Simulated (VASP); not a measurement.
Set up this calculation in VASP 6.6.1, as the native input.

```yaml
Task: single point
Functional: PBE
Potentials_or_basis: VASP PAW PBE potentials, release 64 (Zr_sv, Se, S)
Cutoff: 520 eV
k_mesh: 12 × 12 × 6
Occupations: gaussian, width 0.1 eV
Spin: no spin polarisation
Dipole_correction: no
Further_INCAR_settings: ALGO = Normal; EDIFF = 1e-06; NBANDS = 29
```

The structure of Zr2SeS2 lies in POSCAR:

```
Zr2SeS2
1.0
    4.3580942337      0.0000000000      0.0000000000
   -2.1790471169      3.7742203185      0.0000000000
    0.0000000000      0.0000000000      6.4413547267
Zr Se S
2 1 2
Direct
    0.3333333333      0.6666666667      0.7183053640
    0.6666666667      0.3333333333      0.2816946360
    0.0000000000      0.0000000000      0.0000000000
    0.3333333333      0.6666666667      0.3244948391
    0.6666666667      0.3333333333      0.6755051609
```

The cell was built from a structure type or drawn by symmetry, and may not be a known phase.

These files were run (other wordings do the same):

INCAR

```
ALGO = Normal
EDIFF = 1E-6
ENCUT = 520
GGA = PE
ISIF = 2
ISMEAR = 0
LASPH = T
LCHARG = F
LREAL = F
LWAVE = F
NBANDS = 29
NELM = 80
PREC = Accurate
SIGMA = 0.1
```

KPOINTS

```
k-points
0
Gamma
  12 12 6
```

Potentials or basis: VASP PAW PBE potentials, release 64 (Zr_sv, Se, S).

The run is started by

```bash
$ cat potpaw_PBE.64/Zr_sv/POTCAR potpaw_PBE.64/Se/POTCAR potpaw_PBE.64/S/POTCAR > POTCAR
$ mpirun -np 1 vasp_std > vasp.out
```

Results of the run:

The pressure is 0.0 GPa and the largest force is 0.005 eV/Å. The band gap on the k mesh is zero (bands 21 and 22 overlap by 0.77 eV).

It took 88 s on 1 thread of Intel(R) Xeon(R) 6975P-C (Granite Rapids) (shared host), peak memory 0.41 GiB.
